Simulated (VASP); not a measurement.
# Hf in VASP: a series of runs

Runs on Hf. Level: LDA. Tasks: single point, relaxation of the atoms.

All numbers are computed with VASP 6.6.1; they aren't measurements. Logs are shortened: lines on timing, memory, paths and dates and some standing lists are left out, and cuts for length are marked.

### 1 The cell of the first run

The cell holds a slab with vacuum, 4 atoms: a = 3.117 Å, b = 3.117 Å, c = 23.424 Å, α = 90.00°, β = 90.00°, γ = 120.00°.

### 2 Single point, LDA

INCAR

```
PREC     = Accurate       # precision mode
ENCUT    = 520            # plane-wave cutoff, eV
EDIFF    = 1E-6           # SCF threshold, eV
ISMEAR   = -1             # smearing method
SIGMA    = 0.1            # smearing width, eV
LREAL    = F              # projectors in reciprocal space
LASPH    = T              # aspherical terms in the spheres
NELM     = 60             # most SCF steps
ALGO     = Normal         # electronic algorithm
ISIF     = 2              # what is computed and relaxed
LWAVE    = F              # write WAVECAR
LCHARG   = F              # write CHGCAR
LDIPOL   = T            
IDIPOL   = 3            
DIPOL    = 0.5 0.5 0.500
NBANDS   = 28             # bands
```

KPOINTS

```
regular mesh
0
Gamma
  15 15 1
```

POSCAR

```
Hf
1.0
    3.1173710845      0.0000000000      0.0000000000
   -1.5586855422      2.6997225522      0.0000000000
    0.0000000000      0.0000000000     23.4244000000
Hf
4
Direct
    0.8333333330      0.1666666670      0.3415248362
    0.1666666670      0.8333333330      0.4471749456
    0.8333333330      0.1666666670      0.5528250544
    0.1666666670      0.8333333330      0.6584751638
```

Potentials or basis: VASP PAW LDA potentials, release 64 (Hf_pv).

Launch:

```console
$ cat potpaw_LDA.64/Hf_pv/POTCAR > POTCAR
$ mpirun -np 1 vasp_std > vasp.out
```

OUTCAR:

```text
PREC = Accurate
   ENCUT = 520
   EDIFF = 1E-6
   ISMEAR = -1
   LREAL = F
   LASPH = T
   NELM = 60
   ISIF = 2

 ion  position               nearest neighbor table
   1  0.833  0.167  0.342-   2 3.06   2 3.06   2 3.06
   2  0.167  0.833  0.447-   3 3.06   3 3.06   3 3.06   1 3.06   1 3.06   1 3.06
   3  0.833  0.167  0.553-   2 3.06   2 3.06   2 3.06   4 3.06   4 3.06   4 3.06
   4  0.167  0.833  0.658-   3 3.06   3 3.06   3 3.06

  LATTYP: Found a hexagonal cell.
 ALAT       =     3.1173710845
 C/A-ratio  =     7.5141519457

  Lattice vectors:

 A1 = (   3.1173710845,   0.0000000000,   0.0000000000)
 A2 = (  -1.5586855422,   2.6997225522,   0.0000000000)
 A3 = (   0.0000000000,   0.0000000000,  23.4244000000)

Analysis of symmetry for initial positions (statically):
=====================================================================
 Subroutine PRICEL returns:
 Original cell was already a primitive cell.

 Routine SETGRP: Setting up the symmetry group for a
 hexagonal supercell.

 Subroutine GETGRP returns: Found 12 space group operations
 (whereof  4 operations were pure point group operations)
 out of a pool of 24 trial point group operations.

The static configuration has the point symmetry C_2h.
 The point group associated with its full space group is D_3d.

Analysis of symmetry for dynamics (positions and initial velocities):
=====================================================================
 Subroutine PRICEL returns:
 Original cell was already a primitive cell.

 Routine SETGRP: Setting up the symmetry group for a
 hexagonal supercell.

 Subroutine GETGRP returns: Found 12 space group operations
 (whereof  4 operations were pure point group operations)
 out of a pool of 24 trial point group operations.

The dynamic configuration has the point symmetry C_2h.
 The point group associated with its full space group is D_3d.

 Subroutine INISYM returns: Found 12 space group operations
 (whereof  4 operations are pure point group operations),
 and found     1 'primitive' translations

----------------------------------------------------------------------------------------

                                     Primitive cell

  volume of cell :     197.1406

  direct lattice vectors                    reciprocal lattice vectors
     3.117371084  0.000000000  0.000000000     0.320783113  0.185204216  0.000000000
    -1.558685542  2.699722552  0.000000000     0.000000000  0.370408433  0.000000000
     0.000000000  0.000000000 23.424400000     0.000000000  0.000000000  0.042690528

  length of vectors
     3.117371084  3.117371084 23.424400000     0.370408433  0.370408433  0.042690528

  position of ions in fractional coordinates (direct lattice)
     0.833333333  0.166666667  0.341524836
     0.166666667  0.833333333  0.447174946
     0.833333333  0.166666667  0.552825054
     0.166666667  0.833333333  0.658475164

  ion indices of the primitive-cell ions
   primitive index   ion index
                 1           1
                 2           2
                 3           3
                 4           4

----------------------------------------------------------------------------------------

 KPOINTS: regular mesh

Automatic generation of k-mesh.
 Grid dimensions read from file:
 generate k-points for:   15   15    1

 Generating k-lattice:

  Cartesian coordinates                     Fractional coordinates (reciprocal lattice)
     0.021385541  0.012346948  0.000000000     0.066666667 -0.000000000  0.000000000
     0.000000000  0.024693896  0.000000000     0.000000000  0.066666667  0.000000000
     0.000000000  0.000000000  0.042690528     0.000000000  0.000000000  1.000000000

  Length of vectors
     0.024693896  0.024693896  0.042690528

  Shift w.r.t. Gamma in fractional coordinates (k-lattice)
     0.000000000  0.000000000  0.000000000

 Subroutine IBZKPT returns following result:
 ===========================================

 Found     27 irreducible k-points:

 Following reciprocal coordinates:
            Coordinates               Weight
  0.000000  0.000000  0.000000      1.000000
  0.066667 -0.000000  0.000000      6.000000
  0.133333 -0.000000  0.000000      6.000000
  0.200000 -0.000000  0.000000      6.000000
  0.266667 -0.000000  0.000000      6.000000
  0.333333 -0.000000  0.000000      6.000000
[... 16 lines left out ...]
  0.333333  0.200000  0.000000     12.000000
  0.400000  0.200000  0.000000      6.000000
 [... further k-points ...]
   k-points           NKPTS =     27   k-points in BZ     NKDIM =     27   number of bands    NBANDS=     28
   number of dos      NEDOS =    301   number of ions     NIONS =      4
   total plane-waves  NPLWV = 103680
   dimension x,y,z NGX =    24 NGY =   24 NGZ =  180
   dimension x,y,z NGXF=    48 NGYF=   48 NGZF=  360
   ions per type =               4
   NGX,Y,Z   is equivalent  to a cutoff of  12.80, 12.80, 12.77 a.u.
   NGXF,Y,Z  is equivalent  to a cutoff of  25.60, 25.60, 25.55 a.u.
 SYSTEM =  unknown system
   PREC   = accura    normal or accurate (medium, high low for compatibility)
   ISTART =      0    job   : 0-new  1-cont  2-samecut
   ICHARG =      2    charge: 1-file 2-atom 10-const
   ISPIN  =      1    spin polarized calculation?
   LNONCOLLINEAR =      F non collinear calculations
   LSORBIT =      F    spin-orbit coupling
   LASPH  =      T    aspherical Exc in radial PAW
   ENCUT  =  520.0 eV  38.22 Ry    6.18 a.u.   5.80  5.80 43.55*2*pi/ulx,y,z
   NELM   =     60;   NELMIN=  2; NELMDL= -5     # of ELM steps
   EDIFF  = 0.1E-05   stopping-criterion for ELM
   LREAL  =      F    real-space projection
   EDIFFG = 0.1E-04   stopping-criterion for IOM
   NSW    =      0    number of steps for IOM
   IBRION =     -1    ionic relax: 0-MD 1-quasi-New 2-CG
   NFREE  =      0    steps in history (QN), initial steepest desc. (CG)
   ISIF   =      2    stress and relaxation
   ISYM   =      2    0-nonsym 1-usesym 2-fastsym
   POTIM  = 0.5000    time-step for ionic-motion
   TEBEG  =    0.0;   TEEND  =   0.0 temperature during run
   PSTRESS=    0.0 pullay stress
   NELECT =      40.0000    total number of electrons
   NUPDOWN=      -1.0000    fix difference up-down
   EMIN   =  10.00;   EMAX   =-10.00  energy-range for DOS
   EFERMI =   0.00;   METHOD = LEGACY
   ISMEAR =    -1;   SIGMA  =   0.10  broadening in eV -4-tet -1-fermi 0-gaus
   EFERMI_NEDOS =   21; number of points for ismear=-14 and -15
   IALGO  =     38    algorithm
   IMIX   =      4    mixing-type and parameters
     AMIX     =   0.40;   BMIX     =  1.00
     AMIX_MAG =   1.60;   BMIX_MAG =  1.00
  volume/ion in A,a.u.               =      49.29       332.59
  Fermi-wavevector in a.u.,A,eV,Ry     =   0.961988  1.817893 12.591104  0.925420
  Thomas-Fermi vector in A             =   2.091407
   LORBIT       =      0    0 simple, 1 ext, 2 COOP (PROOUT), +10 PAW based schemes
   GGA     = CA    functional components
   LHFCALC =     F    Hartree Fock is set to
   AEXX    =    0.0000 exact exchange contribution
   IVDW    =     0    specifies the selected vdW correction
   LEPSILON=     F    determine dielectric tensor
   LRPA    =     F    only Hartree local field effects (RPA)
 non-spin polarized calculation
  energy-cutoff  :      520.00
  volume of cell :      197.14
 maximum number of plane-waves:      5350
 NGX is ok and might be reduce to    24
   NGX = 11   NGY = 11   NGZ = 87

 dipolmoment           0.000000      0.000000      0.000000 electrons x Angstroem

 number of electron      39.9999994 magnetization

 dipolmoment           0.000000      0.000000     -0.000000 electrons x Angstroem

 Free energy of the ion-electron system (eV)
  ---------------------------------------------------
  ext. energy  EPLUGINS =         0.00000000
  ---------------------------------------------------
  free energy    TOTEN  =       -40.69749937 eV

  energy without entropy =      -40.50539235  energy(sigma->0) =      -40.60144586

 E-fermi :  -0.3056     XC(G=0):  -5.9440

 val. band max:       -0.3229589748   @ k =   0.0667  -0.0000   0.0000
 cond. band min:      -0.3040629284   @ k =   0.0000   0.0000   0.0000
 fundamental gap:      0.0188960463
 Fermi energy:        -0.3055725262

 k-point     1 :       0.0000    0.0000    0.0000
  band No.  band energies     occupation
      1     -31.1551      2.00000
      2     -31.0613      2.00000
      3     -30.5843      2.00000
      4     -30.4604      2.00000
      5     -30.4604      2.00000
      6     -30.4598      2.00000
[... 20 lines left out ...]
     27       1.0860      0.00000
     28       1.5415      0.00000

 k-point     2 :       0.0667   -0.0000    0.0000
  band No.  band energies     occupation
      1     -31.1448      2.00000
      2     -31.0561      2.00000
      3     -30.5943      2.00000
      4     -30.4956      2.00000
      5     -30.4821      2.00000
      6     -30.4682      2.00000
[... 20 lines left out ...]
     27       1.2042      0.00000
     28       1.4620      0.00000

 k-point     3 :       0.1333   -0.0000    0.0000
  band No.  band energies     occupation
      1     -31.1157      2.00000
      2     -31.0422      2.00000
      3     -30.6457      2.00000
      4     -30.5923      2.00000
      5     -30.5238      2.00000
      6     -30.4903      2.00000
[... 20 lines left out ...]
     27       1.3852      0.00000
     28       1.5498      0.00000

 k-point     4 :       0.2000   -0.0000    0.0000
  band No.  band energies     occupation
      1     -31.0734      2.00000
      2     -31.0242      2.00000
      3     -30.7578      2.00000
      4     -30.7290      2.00000
      5     -30.5561      2.00000
      6     -30.5225      2.00000
[... 20 lines left out ...]
     27       1.7267      0.00000
     28       2.1025      0.00000

 k-point     5 :       0.2667   -0.0000    0.0000
  band No.  band energies     occupation
      1     -31.0316      2.00000
      2     -31.0107      2.00000
      3     -30.8926      2.00000
      4     -30.8785      2.00000
      5     -30.6042      2.00000
      6     -30.5594      2.00000
[... 20 lines left out ...]
     27       2.1011      0.00000
     28       2.3493      0.00000

 k-point     6 :       0.3333   -0.0000    0.0000
  band No.  band energies     occupation
      1     -31.0608      2.00000
      2     -31.0388      2.00000
      3     -30.9880      2.00000
      4     -30.9596      2.00000
      5     -30.6711      2.00000
      6     -30.5943      2.00000
[... 463 lines left out ...]
      5     -30.7340      2.00000
      6     -30.6782      2.00000
[... 20 lines left out ...]
     27       2.3715      0.00000
     28       2.3772      0.00000

 k-point    22 :       0.2667    0.2000    0.0000
  band No.  band energies     occupation
      1     -31.0768      2.00000
      2     -31.0689      2.00000
      3     -30.9687      2.00000
      4     -30.9397      2.00000
      5     -30.7852      2.00000
      6     -30.7427      2.00000
[... 20 lines left out ...]
     27       2.5525      0.00000
     28       2.8331      0.00000

 k-point    23 :       0.3333    0.2000    0.0000
  band No.  band energies     occupation
      1     -31.1152      2.00000
      2     -31.1056      2.00000
      3     -30.9748      2.00000
      4     -30.9370      2.00000
      5     -30.8087      2.00000
      6     -30.7896      2.00000
[... 20 lines left out ...]
     27       2.6166      0.00000
     28       3.3319      0.00000

 k-point    24 :       0.4000    0.2000    0.0000
  band No.  band energies     occupation
      1     -31.1288      2.00000
      2     -31.1184      2.00000
      3     -30.9793      2.00000
      4     -30.9355      2.00000
      5     -30.8122      2.00000
      6     -30.8104      2.00000
[... 20 lines left out ...]
     27       2.6818      0.00000
     28       3.6826      0.00000

 [... further k-points ...]

------------------------ aborting loop because EDIFF is reached ----------------------------------------

 vacuum level on the upper side and lower side of the slab       (xc-potential included)        -0.240        -0.240

  FORCE on cell =-STRESS in cart. coord.  units (eV):
  Direction    XX          YY          ZZ          XY          YZ          ZX
  --------------------------------------------------------------------------------------
  -------------------------------------------------------------------------------------
  Total       -2.4949941     -2.4949941     -2.4165536     -0.0000000      0.0000000      0.0000000
  in kB      -20.2770135    -20.2770135    -19.6395213     -0.0000000      0.0000000      0.0000000
  external PRESSURE =     -20.0645161 kB  Pullay stress =       0.0000000 kB

 VOLUME and BASIS-vectors are now :
 -----------------------------------------------------------------------------
  energy-cutoff  :      520.00
  volume of cell :      197.14
      direct lattice vectors                 reciprocal lattice vectors
     3.117371084  0.000000000  0.000000000     0.320783113  0.185204216  0.000000000
    -1.558685542  2.699722552  0.000000000     0.000000000  0.370408433  0.000000000
     0.000000000  0.000000000 23.424400000     0.000000000  0.000000000  0.042690528

 POSITION                                       TOTAL-FORCE (eV/Angst)
 -----------------------------------------------------------------------------------
      2.33803      0.44995      8.00001         0.000000      0.000000      0.611427
     -0.77934      2.24977     10.47480         0.000000      0.000000     -0.863376
      2.33803      0.44995     12.94960         0.000000     -0.000000      0.863376
     -0.77934      2.24977     15.42439        -0.000000      0.000000     -0.611427
 -----------------------------------------------------------------------------------
    total drift:                               -0.000002      0.000001     -0.000000

  FREE ENERGIE OF THE ION-ELECTRON SYSTEM (eV)
  ---------------------------------------------------
  free  energy   TOTEN  =       -40.6974993657 eV

  energy  without entropy=      -40.5053923539  energy(sigma->0) =      -40.60144586

 vacuum level on the upper side and lower side of the slab         4.144         4.144
```

It took 3.2 min on 1 thread of Intel Xeon Platinum 8488C (Sapphire Rapids), shared host; peak memory 0.3 GiB.

Results:

* Free energy: -40.6975 eV
* Largest force: 0.863 eV/Å
* Band gap on the k mesh: zero (bands 20 and 21 overlap by 1.47 eV)

Forces on the atoms (eV/Å):
```
Hf   0.000  0.000  0.611
Hf   0.000  0.000 -0.863
Hf   0.000  0.000  0.863
Hf   0.000  0.000 -0.611
```

Caveat: spin-orbit coupling is left out, which moves the levels of the heavy elements.

### 3 Single point, LDA

INCAR

```
SYSTEM = Hf
PREC = Accurate
ENCUT = 520
EDIFF = 1E-6
ISMEAR = -1
SIGMA = 0.1
LREAL = .False.
LASPH = .True.
NELM = 100
ALGO = Normal
ISIF = 2
LWAVE = .False.
LCHARG = .False.
LDIPOL = .True.
IDIPOL = 3
DIPOL = 0.5 0.5 0.500
GGA = CA
NBANDS = 28
```

KPOINTS

```
regular mesh
0
Gamma
  15 15 1
  0 0 0
```

POSCAR

```
Hf
1.0
    3.1173710845      0.0000000000      0.0000000000
   -1.5586855422      2.6997225522      0.0000000000
    0.0000000000      0.0000000000     23.4244000000
Hf
4
Direct
    0.8333333333      0.1666666667      0.3458000782
    0.1666666667      0.8333333333      0.4447828621
    0.8333333333      0.1666666667      0.5552171380
    0.1666666667      0.8333333333      0.6541999217
```

Potentials or basis: VASP PAW LDA potentials, release 64 (Hf_pv).

Launch:

```console
$ cat potpaw_LDA.64/Hf_pv/POTCAR > POTCAR
$ mpirun -np 1 vasp_std > vasp.out
```

It took 3.3 min on 1 thread of Intel Xeon Platinum 8488C (Sapphire Rapids), shared host; peak memory 0.31 GiB.

It converged, with:

```yaml
Free_energy: -40.8216 eV
Largest_force: 0.020 eV/Å
Band_gap_on_the_k_mesh: zero (bands 20 and 21 overlap by 1.69 eV)
```

Forces in eV/Å, atoms in the order of the input:
```
Hf   0.000  0.000  0.005
Hf   0.000  0.000 -0.020
Hf   0.000  0.000  0.020
Hf   0.000  0.000 -0.005
```

Levels at points of the mesh, in eV from the Fermi level:
```csv
k point,band 16,band 17,band 18,band 19,band 20,band 21,band 22,band 23,band 24,band 25
"(0.00, 0.00, 0.00)",-4.01,-0.41,-0.04,0.64,0.97,0.97,1.06,1.06,1.19,1.26
```

Caveat: spin-orbit coupling is left out, which moves the levels of the heavy elements.

### 4 Single point, LDA

INCAR

```
  PREC = Accurate
  ENCUT = 520
  EDIFF = 1E-6
  ISMEAR = -1
  SIGMA = 0.1
  LREAL = False
  LASPH = True
  NELM = 100
  ALGO = Normal
  ISIF = 2
  LWAVE = False
  LCHARG = True
  LDIPOL = True
  IDIPOL = 3
  DIPOL = 0.5 0.5 0.500
  LELF = True
  LVHAR = True
  LVACPOTAV = True
  NBANDS = 28
```

KPOINTS

```
regular mesh
0
Gamma
  15 15 1
```

POSCAR is that of step 3.

Launch:

```console
$ cat potpaw_LDA.64/Hf_pv/POTCAR > POTCAR
$ mpirun -np 1 vasp_std > vasp.out
```

It took 3.9 min on 1 thread of Intel Xeon Platinum 8488C (Sapphire Rapids), shared host; peak memory 0.3 GiB.

It converged, with:

| Property | Result |
| --- | --- |
| Free energy | -40.8216 eV |
| Largest force | 0.020 eV/Å |
| Band gap on the k mesh | zero (bands 20 and 21 overlap by 1.69 eV) |

Forces in eV/Å, atoms in the order of the input:
```
Hf   0.000  0.000  0.005
Hf   0.000  0.000 -0.020
Hf   0.000  0.000  0.020
Hf   0.000  0.000 -0.005
```

Levels at points of the mesh, in eV from the Fermi level:
```csv
k point,band 17,band 18,band 19,band 20,band 21,band 22,band 23,band 24
"(0.00, 0.00, 0.00)",-0.41,-0.04,0.64,0.97,0.97,1.06,1.06,1.19
```

Caveat: spin-orbit coupling is left out, which moves the levels of the heavy elements.

(Part 1 of 2 ends here.)
